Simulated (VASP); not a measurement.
# BaZrO3 (Pm-3m) in VASP: further runs

The runs below take BaZrO3 through single point, with PBEsol, r2SCAN.

Program: VASP 6.6.1. These are calculated values, not measurements. Logs are shortened: lines on timing, memory, paths and dates and some standing lists are left out, and cuts for length are marked.

### 1 The cell of the first run

It takes space group Pm-3m (No. 221, cubic). The conventional cell has a = 4.181 Å, b = 4.181 Å, c = 4.181 Å, α = 90.00°, β = 90.00°, γ = 90.00°. Within 3.9 Å of Ba (site symmetry m-3m) lie 12 O at 2.96 Å and 8 Zr at 3.62 Å. Within 2.8 Å of Zr (site symmetry m-3m) lie 6 O at 2.09 Å. Within 2.8 Å of O (site symmetry 4/mmm) lie 2 Zr at 2.09 Å.

### 2 Single point, PBEsol

Input file INCAR:

```
SYSTEM = BaZrO3
ALGO = Normal
EDIFF = 1E-6
ENCUT = 520
GGA = PS
ISIF = 2
ISMEAR = -1
LASPH = .TRUE.
LCHARG = .TRUE.
LELF = .TRUE.
LREAL = .FALSE.
LVHAR = .TRUE.
LWAVE = .FALSE.
NBANDS = 28
NELM = 80
PREC = Accurate
SIGMA = 0.05
```

Input file KPOINTS:

```
k-points
0
G
  6 6 6
  0 0 0
```

Input file POSCAR:

```
BaZrO3
1.0
    4.1809800000      0.0000000000      0.0000000000
    0.0000000000      4.1809800000      0.0000000000
    0.0000000000      0.0000000000      4.1809800000
Ba Zr O
1 1 3
Direct
    0.0000000000      0.0000000000      0.0000000000
    0.5000000000      0.5000000000      0.5000000000
    0.5000000000      0.5000000000      0.0000000000
    0.0000000000      0.5000000000      0.5000000000
    0.5000000000      0.0000000000      0.5000000000
```

Potentials or basis: VASP PAW PBE potentials, release 64 (Ba_sv, Zr_sv, O).

Launch:

```console
$ cat potpaw_PBE.64/Ba_sv/POTCAR potpaw_PBE.64/Zr_sv/POTCAR potpaw_PBE.64/O/POTCAR > POTCAR
$ mpirun -np 1 vasp_std > vasp.out
```

OUTCAR:

```text
SYSTEM = BaZrO3
   EDIFF = 1E-6
   ENCUT = 520
   GGA = PS
   ISIF = 2
   ISMEAR = -1
   LASPH = .TRUE.
   LREAL = .FALSE.
   NELM = 80
   PREC = Accurate

 ion  position               nearest neighbor table
   1  0.000  0.000  0.000-   3 2.96   4 2.96   5 2.96   4 2.96   5 2.96   3 2.96   4 2.96   4 2.96
                             3 2.96   5 2.96   5 2.96   3 2.96   2 3.62   2 3.62   2 3.62   2 3.62
   2  0.500  0.500  0.500-   3 2.09   4 2.09   5 2.09   3 2.09   5 2.09   4 2.09   1 3.62   1 3.62
                             1 3.62   1 3.62   1 3.62   1 3.62   1 3.62   1 3.62
   3  0.500  0.500  0.000-   2 2.09   2 2.09   1 2.96   1 2.96   1 2.96   1 2.96
   4  0.000  0.500  0.500-   2 2.09   2 2.09   1 2.96   1 2.96   1 2.96   1 2.96
   5  0.500  0.000  0.500-   2 2.09   2 2.09   1 2.96   1 2.96   1 2.96   1 2.96

  LATTYP: Found a simple cubic cell.
 ALAT       =     4.1809800000

  Lattice vectors:

 A1 = (   4.1809800000,   0.0000000000,   0.0000000000)
 A2 = (   0.0000000000,   4.1809800000,   0.0000000000)
 A3 = (   0.0000000000,   0.0000000000,   4.1809800000)

Analysis of symmetry for initial positions (statically):
=====================================================================
 Subroutine PRICEL returns:
 Original cell was already a primitive cell.

 Routine SETGRP: Setting up the symmetry group for a
 simple cubic supercell.

 Subroutine GETGRP returns: Found 48 space group operations
 (whereof 48 operations were pure point group operations)
 out of a pool of 48 trial point group operations.

The static configuration has the point symmetry O_h .

Analysis of symmetry for dynamics (positions and initial velocities):
=====================================================================
 Subroutine PRICEL returns:
 Original cell was already a primitive cell.

 Routine SETGRP: Setting up the symmetry group for a
 simple cubic supercell.

 Subroutine GETGRP returns: Found 48 space group operations
 (whereof 48 operations were pure point group operations)
 out of a pool of 48 trial point group operations.

The dynamic configuration has the point symmetry O_h .

 Subroutine INISYM returns: Found 48 space group operations
 (whereof 48 operations are pure point group operations),
 and found     1 'primitive' translations

----------------------------------------------------------------------------------------

                                     Primitive cell

  volume of cell :      73.0860

  direct lattice vectors                    reciprocal lattice vectors
     4.180980000  0.000000000  0.000000000     0.239178374  0.000000000  0.000000000
     0.000000000  4.180980000  0.000000000     0.000000000  0.239178374  0.000000000
     0.000000000  0.000000000  4.180980000     0.000000000  0.000000000  0.239178374

  length of vectors
     4.180980000  4.180980000  4.180980000     0.239178374  0.239178374  0.239178374

  position of ions in fractional coordinates (direct lattice)
     0.000000000  0.000000000  0.000000000
     0.500000000  0.500000000  0.500000000
     0.500000000  0.500000000  0.000000000
     0.000000000  0.500000000  0.500000000
     0.500000000  0.000000000  0.500000000

  ion indices of the primitive-cell ions
   primitive index   ion index
                 1           1
                 2           2
                 3           3
                 4           4
                 5           5

----------------------------------------------------------------------------------------

 KPOINTS: k-points

Automatic generation of k-mesh.
 Grid dimensions read from file:
 generate k-points for:    6    6    6

 Generating k-lattice:

  Cartesian coordinates                     Fractional coordinates (reciprocal lattice)
     0.039863062  0.000000000  0.000000000     0.166666667  0.000000000  0.000000000
     0.000000000  0.039863062  0.000000000     0.000000000  0.166666667  0.000000000
     0.000000000  0.000000000  0.039863062     0.000000000  0.000000000  0.166666667

  Length of vectors
     0.039863062  0.039863062  0.039863062

  Shift w.r.t. Gamma in fractional coordinates (k-lattice)
     0.000000000  0.000000000  0.000000000

 Subroutine IBZKPT returns following result:
 ===========================================

 Found     20 irreducible k-points:

 Following reciprocal coordinates:
            Coordinates               Weight
  0.000000  0.000000  0.000000      1.000000
  0.166667  0.000000  0.000000      6.000000
  0.333333  0.000000  0.000000      6.000000
  0.500000  0.000000  0.000000      3.000000
  0.166667  0.166667  0.000000     12.000000
  0.333333  0.166667  0.000000     24.000000
[... 12 lines left out ...]
  0.500000  0.500000  0.333333      6.000000
  0.500000  0.500000  0.500000      1.000000
   k-points           NKPTS =     20   k-points in BZ     NKDIM =     20   number of bands    NBANDS=     28
   number of dos      NEDOS =    301   number of ions     NIONS =      5
   total plane-waves  NPLWV =  32768
   dimension x,y,z NGX =    32 NGY =   32 NGZ =   32
   dimension x,y,z NGXF=    64 NGYF=   64 NGZF=   64
   ions per type =               1   1   3
   NGX,Y,Z   is equivalent  to a cutoff of  12.72, 12.72, 12.72 a.u.
   NGXF,Y,Z  is equivalent  to a cutoff of  25.45, 25.45, 25.45 a.u.
 SYSTEM =  BaZrO3
   PREC   = accura    normal or accurate (medium, high low for compatibility)
   ISTART =      0    job   : 0-new  1-cont  2-samecut
   ICHARG =      2    charge: 1-file 2-atom 10-const
   ISPIN  =      1    spin polarized calculation?
   LNONCOLLINEAR =      F non collinear calculations
   LSORBIT =      F    spin-orbit coupling
   LASPH  =      T    aspherical Exc in radial PAW
   ENCUT  =  520.0 eV  38.22 Ry    6.18 a.u.   7.77  7.77  7.77*2*pi/ulx,y,z
   NELM   =     80;   NELMIN=  2; NELMDL= -5     # of ELM steps
   EDIFF  = 0.1E-05   stopping-criterion for ELM
   LREAL  =      F    real-space projection
   EDIFFG = 0.1E-04   stopping-criterion for IOM
   NSW    =      0    number of steps for IOM
   IBRION =     -1    ionic relax: 0-MD 1-quasi-New 2-CG
   NFREE  =      0    steps in history (QN), initial steepest desc. (CG)
   ISIF   =      2    stress and relaxation
   ISYM   =      2    0-nonsym 1-usesym 2-fastsym
   POTIM  = 0.5000    time-step for ionic-motion
   TEBEG  =    0.0;   TEEND  =   0.0 temperature during run
   PSTRESS=    0.0 pullay stress
   NELECT =      40.0000    total number of electrons
   NUPDOWN=      -1.0000    fix difference up-down
   EMIN   =  10.00;   EMAX   =-10.00  energy-range for DOS
   EFERMI =   0.00;   METHOD = LEGACY
   ISMEAR =    -1;   SIGMA  =   0.05  broadening in eV -4-tet -1-fermi 0-gaus
   EFERMI_NEDOS =   21; number of points for ismear=-14 and -15
   IALGO  =     38    algorithm
   IMIX   =      4    mixing-type and parameters
     AMIX     =   0.40;   BMIX     =  1.00
     AMIX_MAG =   1.60;   BMIX_MAG =  1.00
  volume/ion in A,a.u.               =      14.62        98.64
  Fermi-wavevector in a.u.,A,eV,Ry     =   1.339111  2.530554 24.398234  1.793220
  Thomas-Fermi vector in A             =   2.467529
   LORBIT       =      0    0 simple, 1 ext, 2 COOP (PROOUT), +10 PAW based schemes
   GGA     = PS    functional components
   LHFCALC =     F    Hartree Fock is set to
   AEXX    =    0.0000 exact exchange contribution
   IVDW    =     0    specifies the selected vdW correction
   LEPSILON=     F    determine dielectric tensor
   LRPA    =     F    only Hartree local field effects (RPA)
 non-spin polarized calculation
  energy-cutoff  :      520.00
  volume of cell :       73.09
 maximum number of plane-waves:      1984
 NGX is ok and might be reduce to    32
   NGX = 15   NGY = 15   NGZ = 15

 number of electron      40.0000004 magnetization

 Free energy of the ion-electron system (eV)
  ---------------------------------------------------
  ext. energy  EPLUGINS =         0.00000000
  ---------------------------------------------------
  free energy    TOTEN  =       -43.62080634 eV

  energy without entropy =      -43.62080634  energy(sigma->0) =      -43.62080634

 E-fermi :   4.7373     XC(G=0): -11.0594

 val. band max:        3.6875746891   @ k =   0.5000   0.5000   0.5000
 cond. band min:       6.8093812544   @ k =   0.0000   0.0000   0.0000
 fundamental gap:      3.1218065652
 Fermi energy:         4.7372510528

 k-point     1 :       0.0000    0.0000    0.0000
  band No.  band energies     occupation
      1     -43.1414      2.00000
      2     -21.5311      2.00000
      3     -21.3620      2.00000
      4     -21.3620      2.00000
      5     -21.3620      2.00000
      6     -12.6145      2.00000
[... 20 lines left out ...]
     27      11.2329      0.00000
     28      11.2329      0.00000

 k-point     2 :       0.1667    0.0000    0.0000
  band No.  band energies     occupation
      1     -43.1405      2.00000
      2     -21.6042      2.00000
      3     -21.3601      2.00000
      4     -21.3601      2.00000
      5     -21.3398      2.00000
      6     -12.6241      2.00000
[... 20 lines left out ...]
     27      11.2341      0.00000
     28      11.9062      0.00000

 k-point     3 :       0.3333    0.0000    0.0000
  band No.  band energies     occupation
      1     -43.1387      2.00000
      2     -21.7354      2.00000
      3     -21.3564      2.00000
      4     -21.3564      2.00000
      5     -21.3048      2.00000
      6     -12.7374      2.00000
[... 20 lines left out ...]
     27      11.2835      0.00000
     28      11.4791      0.00000

 k-point     4 :       0.5000    0.0000    0.0000
  band No.  band energies     occupation
      1     -43.1378      2.00000
      2     -21.7969      2.00000
      3     -21.3545      2.00000
      4     -21.3545      2.00000
      5     -21.2887      2.00000
      6     -12.8013      2.00000
[... 454 lines left out ...]
     27      11.9640      0.00000
     28      12.6758      0.00000

 k-point    19 :       0.5000    0.5000    0.3333
  band No.  band energies     occupation
      1     -43.1316      2.00000
      2     -21.6103      2.00000
      3     -21.6103      2.00000
      4     -21.5455      2.00000
      5     -21.4023      2.00000
      6     -11.6453      2.00000
[... 20 lines left out ...]
     27      12.2349      0.00000
     28      13.0277      0.00000

 k-point    20 :       0.5000    0.5000    0.5000
  band No.  band energies     occupation
      1     -43.1307      2.00000
      2     -21.6076      2.00000
      3     -21.6076      2.00000
      4     -21.6076      2.00000
      5     -21.3926      2.00000
      6     -11.3474      2.00000
[... 20 lines left out ...]
     27      12.9014      0.00000
     28      12.9014      0.00000

------------------------ aborting loop because EDIFF is reached ----------------------------------------

  FORCE on cell =-STRESS in cart. coord.  units (eV):
  Direction    XX          YY          ZZ          XY          YZ          ZX
  --------------------------------------------------------------------------------------
  -------------------------------------------------------------------------------------
  Total        0.5156546      0.5156546      0.5156546      0.0000000      0.0000000     -0.0000000
  in kB       11.3040805     11.3040805     11.3040805      0.0000000      0.0000000     -0.0000000
  external PRESSURE =      11.3040805 kB  Pullay stress =       0.0000000 kB

 VOLUME and BASIS-vectors are now :
 -----------------------------------------------------------------------------
  energy-cutoff  :      520.00
  volume of cell :       73.09
      direct lattice vectors                 reciprocal lattice vectors
     4.180980000  0.000000000  0.000000000     0.239178374  0.000000000  0.000000000
     0.000000000  4.180980000  0.000000000     0.000000000  0.239178374  0.000000000
     0.000000000  0.000000000  4.180980000     0.000000000  0.000000000  0.239178374

 POSITION                                       TOTAL-FORCE (eV/Angst)
 -----------------------------------------------------------------------------------
      0.00000      0.00000      0.00000         0.000000      0.000000      0.000000
      2.09049      2.09049      2.09049         0.000000      0.000000      0.000000
      2.09049      2.09049      0.00000         0.000000      0.000000      0.000000
      0.00000      2.09049      2.09049         0.000000      0.000000      0.000000
      2.09049      0.00000      2.09049         0.000000      0.000000      0.000000
 -----------------------------------------------------------------------------------
    total drift:                                0.000000     -0.000000     -0.000000

  FREE ENERGIE OF THE ION-ELECTRON SYSTEM (eV)
  ---------------------------------------------------
  free  energy   TOTEN  =       -43.6208063370 eV

  energy  without entropy=      -43.6208063369  energy(sigma->0) =      -43.62080634
```

It took 48 s on 1 thread of Intel Xeon 8259CL, shared host; peak memory 0.2 GiB.

Results:

```
Free energy            : -43.6208 eV
Pressure               : 1.1 GPa
Band gap on the k mesh : 3.12 eV (least direct gap 3.33 eV)
```

Caveat: the PAW data sets were made with another functional, which shifts forces and pressure a little; spin-orbit coupling is left out, which moves the levels of the heavy elements. A k mesh can miss the band edges.

### 3 Single point, r2SCAN

POSCAR is that of step 2.

Input file INCAR.step1:

```
SYSTEM = BaZrO3
PREC = Accurate
ENCUT = 520
ISMEAR = -1
SIGMA = 0.05
LREAL = .False.
LASPH = .True.
NELM = 100
NBANDS = 28
GGA = PE
ALGO = Normal
EDIFF = 1E-4
LWAVE = .True.
LCHARG = .False.
```

Input file INCAR.step2:

```
SYSTEM = BaZrO3
PREC = Accurate
ENCUT = 520
EDIFF = 1E-7
ISMEAR = -1
SIGMA = 0.05
LREAL = .False.
LASPH = .True.
NELM = 100
ALGO = Normal
ISIF = 2
LWAVE = .False.
LCHARG = .True.
METAGGA = R2SCAN
LMIXTAU = .True.
LELF = .True.
LVHAR = .True.
NBANDS = 28
ISTART = 1
```

Input file KPOINTS:

```
Automatic mesh
0
Gamma
  6 6 6
  0 0 0
```

Potentials or basis: VASP PAW PBE potentials, release 64 (Ba_sv, Zr_sv, O).

Launch:

```console
$ cat potpaw_PBE.64/Ba_sv/POTCAR potpaw_PBE.64/Zr_sv/POTCAR potpaw_PBE.64/O/POTCAR > POTCAR
$ cp INCAR.step1 INCAR
$ mpirun -np 1 vasp_std > vasp.out
$ cp INCAR.step2 INCAR
$ mpirun -np 1 vasp_std > vasp.out
```

OUTCAR:

```text
SYSTEM = BaZrO3
   PREC = Accurate
   ENCUT = 520
   EDIFF = 1E-7
   ISMEAR = -1
   LREAL = .False.
   LASPH = .True.
   NELM = 100
   ISIF = 2
   METAGGA = R2SCAN
   ISTART = 1

 ion  position               nearest neighbor table
   1  0.000  0.000  0.000-   3 2.96   4 2.96   5 2.96   4 2.96   5 2.96   3 2.96   4 2.96   4 2.96
                             3 2.96   5 2.96   5 2.96   3 2.96   2 3.62   2 3.62   2 3.62   2 3.62
   2  0.500  0.500  0.500-   3 2.09   4 2.09   5 2.09   3 2.09   5 2.09   4 2.09   1 3.62   1 3.62
                             1 3.62   1 3.62   1 3.62   1 3.62   1 3.62   1 3.62
[... 820 lines left out ...]
  -------------------------------------------------------------------------------------
  Total        1.8405537      1.8405537      1.8405537     -0.0000000     -0.0000000     -0.0000000
  in kB       40.3482598     40.3482598     40.3482598     -0.0000000     -0.0000000     -0.0000000
  external PRESSURE =      40.3482598 kB  Pullay stress =       0.0000000 kB

 VOLUME and BASIS-vectors are now :
 -----------------------------------------------------------------------------
  energy-cutoff  :      520.00
  volume of cell :       73.09
      direct lattice vectors                 reciprocal lattice vectors
     4.180980000  0.000000000  0.000000000     0.239178374  0.000000000  0.000000000
     0.000000000  4.180980000  0.000000000     0.000000000  0.239178374  0.000000000
     0.000000000  0.000000000  4.180980000     0.000000000  0.000000000  0.239178374

 POSITION                                       TOTAL-FORCE (eV/Angst)
 -----------------------------------------------------------------------------------
      0.00000      0.00000      0.00000         0.000000      0.000000      0.000000
      2.09049      2.09049      2.09049         0.000000      0.000000      0.000000
      2.09049      2.09049      0.00000         0.000000      0.000000      0.000000
      0.00000      2.09049      2.09049         0.000000      0.000000      0.000000
      2.09049      0.00000      2.09049         0.000000      0.000000      0.000000
 -----------------------------------------------------------------------------------
    total drift:                                0.000000     -0.000000     -0.000000

  FREE ENERGIE OF THE ION-ELECTRON SYSTEM (eV)
  ---------------------------------------------------
  free  energy   TOTEN  =       -85.0843356710 eV

  energy  without entropy=      -85.0843356709  energy(sigma->0) =      -85.08433567
```

OUTCAR.step1:

```text
SYSTEM = BaZrO3
   PREC = Accurate
   ENCUT = 520
   ISMEAR = -1
   LREAL = .False.
   LASPH = .True.
[... 847 lines left out ...]
      2.09049      2.09049      0.00000         0.000000      0.000000      0.000000
      0.00000      2.09049      2.09049         0.000000      0.000000      0.000000
      2.09049      0.00000      2.09049         0.000000      0.000000      0.000000
 -----------------------------------------------------------------------------------
    total drift:                                0.000000     -0.000000     -0.000000

  FREE ENERGIE OF THE ION-ELECTRON SYSTEM (eV)
  ---------------------------------------------------
  free  energy   TOTEN  =       -41.6660287925 eV

  energy  without entropy=      -41.6660287925  energy(sigma->0) =      -41.66602879
```

Wall time 3 min (1 thread of Intel Xeon 8259CL, shared host); peak memory 0.21 GiB.

What came out:

```
Free energy            : -85.0843 eV
Pressure               : 4.0 GPa
Band gap on the k mesh : 3.72 eV (least direct gap 3.96 eV)
```

Levels at points of the mesh, in eV from the valence-band top:
```
           k point  band 17  band 18  band 19  band 20  band 21  band 22  band 23  band 24
(0.00, 0.00, 0.00)    -1.02    -0.24    -0.24    -0.24     3.72     3.72     3.72     5.18
(0.50, 0.00, 0.00)    -1.74    -1.71    -0.47    -0.47     4.17     6.28     6.28     7.00
(0.50, 0.50, 0.00)    -0.94    -0.94    -0.80    -0.08     6.25     6.25     7.04     7.19
(0.50, 0.50, 0.50)    -2.56     0.00     0.00     0.00     6.65     6.65     6.65     7.62
```

Caveat: the cell stands under pressure; the PAW data sets were made with another functional, which shifts forces and pressure a little; spin-orbit coupling is left out, which moves the levels of the heavy elements.
